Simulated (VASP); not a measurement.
# AlN (P1) in VASP: relaxation of cell and atoms with PBE

Aim: the relaxation of cell and atoms of AlN with PBE.

Everything below comes from runs of VASP 6.6.1. Logs are shortened: lines on timing, memory, paths and dates and some standing lists are left out, and cuts for length are marked.

## 1. The cell of the first run

The typed cell holds 4 atoms: a = 3.137 Å, b = 3.173 Å, c = 5.212 Å, α = 90.29°, β = 88.72°, γ = 118.89°.

## 2. Relaxation of cell and atoms, PBE

INCAR reads:

```
PREC = Accurate ; ENCUT = 600
EDIFF = 1E-7 ; ISMEAR = 0
SIGMA = 0.01 ; LREAL = F
LASPH = T ; NELM = 120
ALGO = Normal ; ISIF = 3
LWAVE = F ; LCHARG = F
GGA = PE ; IBRION = 2
NSW = 80 ; EDIFFG = -0.01
GGA_COMPAT = F ; NELMIN = 4
```

KPOINTS reads:

```
regular mesh
0
Gamma
  4 4 3
```

POSCAR reads:

```
AlN
1.0
    1.5861601647     -2.7067563025      0.0361435456
    1.6215740500      2.7272025187     -0.0085093536
    0.0433635688     -0.0404545412      5.2117238466
Al N
2 2
Direct
    0.3228203543      0.6597441995      0.0028740391
    0.6732073133      0.3346062941      0.4947820283
    0.3347667556      0.6692767252      0.3722055356
    0.6728021081      0.3398413501      0.8755757366
```

Potentials or basis: VASP PAW PBE potentials, release 64 (Al, N).

Launch:

```
> cat potpaw_PBE.64/Al/POTCAR potpaw_PBE.64/N/POTCAR > POTCAR
> mpirun -np 1 vasp_std > vasp.out
```

OUTCAR:

```text
PREC = Accurate
   ENCUT = 600
   EDIFF = 1E-7
   ISMEAR = 0
   LREAL = F
   LASPH = T
   NELM = 120
   ISIF = 3
   GGA = PE
   IBRION = 2
   NSW = 80
   EDIFFG = -0.01
   NELMIN = 4

 ion  position               nearest neighbor table
   1  0.323  0.660  0.003-   4 1.92   3 1.93   4 1.93   4 2.00   2 3.09   2 3.18   2 3.19   2 3.20
                             2 3.23   2 3.23
   2  0.673  0.335  0.495-   3 1.91   3 1.95   3 1.96   4 1.98   1 3.09   1 3.18   1 3.19   1 3.20
                             1 3.23   1 3.23
   3  0.335  0.669  0.372-   2 1.91   1 1.93   2 1.95   2 1.96
   4  0.673  0.340  0.876-   1 1.92   1 1.93   2 1.98   1 2.00

  LATTYP: Found a triclinic cell.
 ALAT       =     3.1374735226
 B/A-ratio  =     1.0112870822
 C/A-ratio  =     1.6612287586
 COS(alpha) =     0.0051011350
 COS(beta)  =     0.0224215105
 COS(gamma) =     0.4831921476

  Lattice vectors:

 A1 = (  -1.5861601647,   2.7067563025,  -0.0361435456)
 A2 = (   1.6215740500,   2.7272025187,  -0.0085093536)
 A3 = (  -0.0433635688,   0.0404545412,  -5.2117238466)

Analysis of symmetry for initial positions (statically):
=====================================================================
 Subroutine PRICEL returns:
 Original cell was already a primitive cell.

 Routine SETGRP: Setting up the symmetry group for a
 triclinic supercell.

 Subroutine GETGRP returns: Found  1 space group operations
 (whereof  1 operations were pure point group operations)
 out of a pool of  2 trial point group operations.

The static configuration has the point symmetry C_1 .

Analysis of symmetry for dynamics (positions and initial velocities):
=====================================================================
 Subroutine PRICEL returns:
 Original cell was already a primitive cell.

 Routine SETGRP: Setting up the symmetry group for a
 triclinic supercell.

 Subroutine GETGRP returns: Found  1 space group operations
 (whereof  1 operations were pure point group operations)
 out of a pool of  2 trial point group operations.

The dynamic configuration has the point symmetry C_1 .

 Subroutine INISYM returns: Found  1 space group operations
 (whereof  1 operations are pure point group operations),
 and found     1 'primitive' translations

----------------------------------------------------------------------------------------

                                     Primitive cell

  volume of cell :      45.4139
[... 121 lines left out ...]
   IVDW    =     0    specifies the selected vdW correction
   LEPSILON=     F    determine dielectric tensor
   LRPA    =     F    only Hartree local field effects (RPA)
 conjugate gradient relaxation of ions
 non-spin polarized calculation
 Gauss-broadening in eV      SIGMA  =   0.01
  energy-cutoff  :      600.00
  volume of cell :       45.41
 maximum number of plane-waves:      1536
 NGX is ok and might be reduce to    28
   NGX = 13   NGY = 13   NGZ = 21

--------------------------------------- Ionic step        1  -------------------------------------------

 number of electron      16.0000000 magnetization

 Free energy of the ion-electron system (eV)
  ---------------------------------------------------
  ext. energy  EPLUGINS =         0.00000000
  ---------------------------------------------------
  free energy    TOTEN  =       -29.58045900 eV

  energy without entropy =      -29.58045900  energy(sigma->0) =      -29.58045900

------------------------ aborting loop because EDIFF is reached ----------------------------------------

  FORCE on cell =-STRESS in cart. coord.  units (eV):
  Direction    XX          YY          ZZ          XY          YZ          ZX
  --------------------------------------------------------------------------------------
  -------------------------------------------------------------------------------------
  Total       -3.3630102     -1.8778271     -4.0661618     -0.8082645      0.4939244     -0.4301762
  in kB     -118.6451276    -66.2486949   -143.4519243    -28.5151197     17.4253783    -15.1763782
  external PRESSURE =    -109.4485823 kB  Pullay stress =       0.0000000 kB
[... 95 lines left out ...]
  FREE ENERGIE OF THE ION-ELECTRON SYSTEM (eV)
  ---------------------------------------------------
  free  energy   TOTEN  =       -29.7384204275 eV

  energy  without entropy=      -29.7384204275  energy(sigma->0) =      -29.73842043

[... ionic steps 4 to 10 ...]

--------------------------------------- Ionic step       11  -------------------------------------------

 number of electron      16.0000001 magnetization

------------------------ aborting loop because EDIFF is reached ----------------------------------------
[... 71 lines left out ...]
--------------------------------------- Ionic step       13  -------------------------------------------

 number of electron      16.0000001 magnetization

 Free energy of the ion-electron system (eV)
  ---------------------------------------------------
  ext. energy  EPLUGINS =         0.00000000
  ---------------------------------------------------
  free energy    TOTEN  =       -29.75470455 eV

  energy without entropy =      -29.75470455  energy(sigma->0) =      -29.75470455

 E-fermi :   6.0899     XC(G=0): -10.8338

 val. band max:        6.0170206339   @ k =   0.0000   0.0000   0.0000
 cond. band min:      10.0619102626   @ k =   0.0000   0.0000   0.0000
 fundamental gap:      4.0448896287
 Fermi energy:         6.0898923238

 k-point     1 :       0.0000    0.0000    0.0000
  band No.  band energies     occupation
      1      -9.0850      2.00000
      2      -6.9845      2.00000
      3       0.0857      2.00000
      4       5.1400      2.00000
      5       5.1425      2.00000
      6       5.7907      2.00000
      7       5.7918      2.00000
      8       6.0170      2.00000
      9      10.0619      0.00000
     10      12.5029      0.00000
     11      16.4911      0.00000
     12      17.0074      0.00000
[... 331 lines left out ...]
 k-point    24 :       0.2500   -0.2500    0.3333
  band No.  band energies     occupation
      1      -7.9951      2.00000
      2      -7.1497      2.00000
      3       1.4939      2.00000
      4       2.5765      2.00000
      5       3.6293      2.00000
      6       4.6964      2.00000
      7       5.1492      2.00000
      8       5.2638      2.00000
      9      11.9992      0.00000
     10      13.0766      0.00000
     11      14.7369      0.00000
     12      15.7862      0.00000

 [... further k-points ...]
[... 5 lines left out ...]
  --------------------------------------------------------------------------------------
  -------------------------------------------------------------------------------------
  Total       -0.0065172     -0.0093428      0.0022368     -0.0044727     -0.0009188     -0.0068412
  in kB       -0.2457959     -0.3523623      0.0843615     -0.1686863     -0.0346516     -0.2580154
  external PRESSURE =      -0.1712655 kB  Pullay stress =       0.0000000 kB
[... 19 lines left out ...]
  FREE ENERGIE OF THE ION-ELECTRON SYSTEM (eV)
  ---------------------------------------------------
  free  energy   TOTEN  =       -29.7547045542 eV

  energy  without entropy=      -29.7547045542  energy(sigma->0) =      -29.75470455

 reached required accuracy - stopping structural energy minimisation
```

CONTCAR:

```text
AlN
   1.00000000000000
     1.5645739590576671   -2.7107164348831700    0.0004356121264250
     1.5650902320943476    2.7108030518617210    0.0000948160135483
     0.0001414215975195    0.0003721914377388    5.0073439995465652
  Al              N
     2     2
Direct
     0.3339822098131175    0.6673949720879661    0.9952423336308192
     0.6677873676367001    0.3343588013524017    0.4952720728388080
     0.3345115796894099    0.6676369096187809    0.3774268525723184
     0.6673153741607701    0.3340778858408484    0.8774960805580565

  0.00000000E+00  0.00000000E+00  0.00000000E+00
  0.00000000E+00  0.00000000E+00  0.00000000E+00
  0.00000000E+00  0.00000000E+00  0.00000000E+00
  0.00000000E+00  0.00000000E+00  0.00000000E+00
```

It took 2.1 min on 1 thread of Intel Xeon Platinum 8259CL at 2.50GHz (Skylake/Cascade Lake), shared host; peak memory 0.18 GiB.

Results:

* Free energy: -29.7547 eV
* Relaxed volume: 10.62 Å³/atom
* Relaxed cell: a = 3.130 Å, b = 3.130 Å, c = 5.007 Å, α = 89.99°, β = 89.99°, γ = 120.01°
* Space group after relaxing (to 0.05 Å): P6_3mc (No. 186)
* Energy gained by relaxing: 43.6 meV/atom
* Ionic steps: 13
* Pressure after relaxing: 0.0 GPa
* Largest force after relaxing: 0.007 eV/Å
* Band gap on the k mesh: 4.04 eV, direct

Forces in eV/Å, atoms in the order of the input:
```
Al   0.003 -0.002  0.005
Al  -0.005 -0.002  0.000
N    0.000  0.004  0.002
N    0.002 -0.001 -0.007
```

The path:
```tsv
step	energy change (eV)	largest force (eV/Å)	pressure (GPa)	volume (Å³)
1	0.0000	0.8631	-10.94	45.41
2	-0.1016	0.3791	10.46	40.49
3	-0.1580	0.3846	1.40	42.22
4	-0.1711	0.1572	-0.10	42.52
5	-0.1711	0.1736	-0.20	42.54
6	-0.1740	0.0510	-0.24	42.53
7	-0.1740	0.0511	-0.24	42.53
8	-0.1741	0.0236	0.18	42.44
9	-0.1742	0.0159	0.07	42.46
10	-0.1742	0.0155	0.00	42.48
11	-0.1742	0.0203	-0.08	42.49
12	-0.1742	0.0124	-0.05	42.49
13	-0.1742	0.0072	-0.02	42.48
```

Final structure:
```
Al N
1.0
     1.56457   -2.71072    0.00044
     1.56509    2.71080    0.00009
     0.00014    0.00037    5.00734
Al N
2 2
Direct
  0.33398 0.66739 0.99524
  0.66779 0.33436 0.49527
  0.33451 0.66764 0.37743
  0.66732 0.33408 0.87750
```

Levels at points of the mesh, in eV from the valence-band top:
| k point | band 4 | band 5 | band 6 | band 7 | band 8 | band 9 | band 10 | band 11 | band 12 |
| --- | --- | --- | --- | --- | --- | --- | --- | --- | --- |
| (0.00, 0.00, 0.00) | -0.88 | -0.87 | -0.23 | -0.23 | 0.00 | 4.04 | 6.49 | 10.47 | 10.99 |
| (0.50, 0.00, 0.00) | -4.14 | -3.32 | -2.09 | -1.76 | -0.70 | 5.73 | 5.75 | 8.02 | 10.14 |
| (0.00, 0.50, 0.00) | -4.14 | -3.32 | -2.09 | -1.76 | -0.70 | 5.73 | 5.76 | 8.02 | 10.14 |
| (0.50, 0.50, 0.00) | -4.14 | -3.32 | -2.09 | -1.76 | -0.70 | 5.73 | 5.76 | 8.02 | 10.14 |

Caveat: the k points lie up to 0.58 Å⁻¹ apart in the final cell. PBE gaps usually lie below the measured ones, often by a third to a half.
